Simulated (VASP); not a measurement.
Input of a VASP 6.6.1 run:

The input INCAR:

```
SYSTEM = Ta
PREC     = Accurate       ! precision mode
ENCUT    = 520            ! plane-wave cutoff, eV
EDIFF    = 1E-7           ! SCF threshold, eV
ISMEAR   = 1              ! smearing method
SIGMA    = 0.1            ! smearing width, eV
LREAL    = .False.        ! projectors in reciprocal space
LASPH    = .True.         ! aspherical terms in the spheres
NELM     = 150            ! most SCF steps
ALGO     = Normal         ! electronic algorithm
ISIF     = 2              ! what is computed and relaxed
LWAVE    = .False.        ! write WAVECAR
LCHARG   = .False.        ! write CHGCAR
ISPIN    = 2              ! spin polarisation
MAGMOM   = 0.05           ! initial moments
LORBIT   = 11             ! projections on sites
LMAXMIX  = 4              ! l up to which the mixer works
GGA      = PS             ! functional
NBANDS   = 16             ! bands
```

The input KPOINTS:

```
Automatic mesh
0
Gamma
  12 12 12
  0 0 0
```

Contents of POSCAR:

```
Ta
1.0
   -1.6512800000      1.6512800000      1.6512800000
    1.6512800000     -1.6512800000      1.6512800000
    1.6512800000      1.6512800000     -1.6512800000
Ta
1
Direct
    0.0000000000      0.0000000000      0.0000000000
```

Potentials or basis: VASP PAW PBE potentials, release 64 (Ta_pv).

The run is started by

```bash
$ cat potpaw_PBE.64/Ta_pv/POTCAR > POTCAR
$ mpirun -np 1 vasp_std > vasp.out
```

(1) What does it give for the pressure?

(2) Estimate the net moment.

Answers

(1) -4.9 GPa.

(2) 0.00 μB per cell.

Caveat: the cell stands under tension; the PAW data sets were made with another functional, which shifts forces and pressure a little.
